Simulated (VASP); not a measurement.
Crystal: PdPt.

```
CELL_PARAMETERS angstrom
0.00000 3.90500 3.90500
3.90500 0.00000 3.90500
3.90500 3.90500 0.00000
ATOMIC_POSITIONS crystal
Pd 0.00000 0.00000 0.00000
Pd 0.50000 0.00000 0.00000
Pd 0.50000 0.00000 0.50000
Pd 0.50000 0.50000 0.00000
Pt 0.00000 0.00000 0.50000
Pt 0.00000 0.50000 0.00000
Pt 0.00000 0.50000 0.50000
Pt 0.50000 0.50000 0.50000
```

- Program: VASP 6.6.1
- Task: relaxation of cell and atoms
- Functional: LDA
- Potentials or basis: VASP PAW LDA potentials, release 64 (Pd, Pt)
- Cutoff: 500 eV
- k mesh: 5 × 5 × 5
- Occupations: gaussian, width 0.05 eV
- Spin: no spin polarisation

At the start: pressure -6.9 GPa; volume 14.89 Å³/atom.

Question: How do energy, volume and symmetry change on relaxing?

Answer: Over 3 steps the energy falls by 9.1 meV/atom and the volume is 14.48 Å³/atom (-2.7 %); space group Fd-3m (No. 227, to 0.1 Å) before and after.

The path:
| step | energy change (eV) | largest force (eV/Å) | pressure (GPa) | volume (Å³) |
| --- | --- | --- | --- | --- |
| 1 | 0.0000 | 0.0000 | -6.92 | 119.09 |
| 2 | 0.3784 | 0.0000 | 20.95 | 108.36 |
| 3 | -0.0732 | 0.0000 | -0.14 | 115.86 |

Final structure:
```
Pd Pt
1.0
     0.00000    3.86927    3.86927
     3.86927    0.00000    3.86927
     3.86927    3.86927    0.00000
Pd Pt
4 4
Direct
  0.00000 0.00000 0.00000
  0.50000 0.00000 0.00000
  0.50000 0.00000 0.50000
  0.50000 0.50000 0.00000
  0.00000 0.00000 0.50000
  0.00000 0.50000 0.00000
  0.00000 0.50000 0.50000
  0.50000 0.50000 0.50000
```
